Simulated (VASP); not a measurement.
Write the native input for VASP 6.6.1 that does the following.

* Task: single point
* Functional: PBE
* Potentials or basis: VASP PAW PBE potentials, release 64 (Ba_sv, P)
* Cutoff: 520 eV
* k mesh: 14 × 14 × 14
* Occupations: gaussian, width 0.1 eV
* Spin: no spin polarisation
* Dipole correction: no
* Further INCAR settings: ALGO = Normal; EDIFF = 1e-07; NBANDS = 14

The structure of BaP lies in POSCAR:

```
BaP
1.0
    3.9139413895      0.0000000000      0.0000000000
    0.0000000000      3.9139413895      0.0000000000
    0.0000000000      0.0000000000      3.9139413895
Ba P
1 1
Direct
    0.0000000000      0.0000000000      0.0000000000
    0.5000000000      0.5000000000      0.5000000000
```

The cell was built from a structure type or drawn by symmetry, and may not be a known phase.

These files were run (other wordings do the same):

INCAR

```
SYSTEM = BaP
  PREC = Accurate
  ENCUT = 520
  EDIFF = 1E-7
  ISMEAR = 0
  SIGMA = 0.1
  LREAL = .FALSE.
  LASPH = .TRUE.
  NELM = 100
  ALGO = Normal
  ISIF = 2
  LWAVE = .FALSE.
  LCHARG = .TRUE.
  GGA = PE
  LELF = .TRUE.
  LVHAR = .TRUE.
  NBANDS = 14
```

KPOINTS

```
Automatic mesh
0
G
  14 14 14
  0 0 0
```

Potentials or basis: VASP PAW PBE potentials, release 64 (Ba_sv, P).

Run with:

```bash
$ cat potpaw_PBE.64/Ba_sv/POTCAR potpaw_PBE.64/P/POTCAR > POTCAR
$ mpirun -np 1 vasp_std > vasp.out
```

Results of the run:

```
Pressure               : 0.7 GPa
Band gap on the k mesh : zero (an odd number of electrons rules out a gap without spin polarisation)
```

Caveat: spin-orbit coupling is left out, which moves the levels of the heavy elements.

It took 69 s on 1 thread of Intel(R) Xeon(R) Platinum 8259CL CPU @ 2.50GHz (Skylake/Cascade Lake), on a shared host, peak memory 0.24 GiB.
